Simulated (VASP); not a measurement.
Write the native input for VASP 6.6.1 that does the following.

```
Task                   : single point
Functional             : PBE
Dispersion             : D3(BJ)
Potentials or basis    : VASP PAW PBE potentials, release 64 (O, H, Li_sv, Cl)
Cutoff                 : 520 eV
k mesh                 : 1 × 1 × 1
Occupations            : fermi-dirac, width 0.05 eV
Spin                   : no spin polarisation
Dipole correction      : no
Further INCAR settings : LREAL = Auto; ALGO = Normal; EDIFF = 1e-07; NBANDS = 45
```

The structure of LiH12ClO6 lies in POSCAR:

```
LiH12ClO6
1.0
    6.0731780000      0.0000000000      0.0000000000
    0.0000000000      6.0731780000      0.0000000000
    0.0000000000      0.0000000000      6.0731780000
O H Li Cl
6 12 1 1
Direct
    0.7268454675      0.5005840597      0.0226365555
    0.8525272993      0.0328831206      0.3626893580
    0.4258093277      0.1905863808      0.2113354397
    0.9608789112      0.4508595642      0.6496568406
    0.3931071990      0.2533843292      0.6727289528
    0.5583620064      0.6929008315      0.5648759979
    0.6430546728      0.6258749438     -0.0356257549
    0.6142758751      0.3881418526      0.0537065248
    0.7383162151      0.1140774762      0.2824140257
    0.9414501608     -0.0369247637      0.2457181478
    0.3082988506      0.2996762717      0.2024835571
    0.3627725926      0.0613670533      0.1271518513
    0.8844779383      0.4490617933      0.7959140851
    0.9501335687      0.3004868765      0.5921254324
    0.4127810991      0.2021051955      0.5209186857
    0.3239322679      0.1280993930      0.7509268371
    0.6828302899      0.5883723467      0.5628155542
    0.6287446588      0.8256227796      0.5036422465
    0.2760383672      0.5661415657      0.6823072799
    0.1919833323      0.8520119297      0.9543261827
```

The input as run:

INCAR

```
SYSTEM = LiH12ClO6
ALGO = Normal
EDIFF = 1E-7
ENCUT = 520
GGA = PE
ISIF = 2
ISMEAR = -1
IVDW = 12
LASPH = .True.
LCHARG = .False.
LREAL = Auto
LWAVE = .False.
NBANDS = 45
NELM = 60
PREC = Accurate
SIGMA = 0.05
```

KPOINTS

```
k-points
0
Gamma
  1 1 1
  0 0 0
```

Potentials or basis: VASP PAW PBE potentials, release 64 (O, H, Li_sv, Cl).

Run with:

```bash
$ cat potpaw_PBE.64/O/POTCAR potpaw_PBE.64/H/POTCAR potpaw_PBE.64/Li_sv/POTCAR potpaw_PBE.64/Cl/POTCAR > POTCAR
$ mpirun -np 1 vasp_gam > vasp.out
```

Results of the run:

```yaml
Largest_force: 0.262 eV/Å
Dispersion_energy_per_atom: -0.044 eV
```

Caveat: the k points lie up to 1.03 Å⁻¹ apart, too coarse for converged energies, forces and pressures.

It took 45 s on 1 thread of Intel Xeon 8259CL (shared host), peak memory 0.31 GiB.
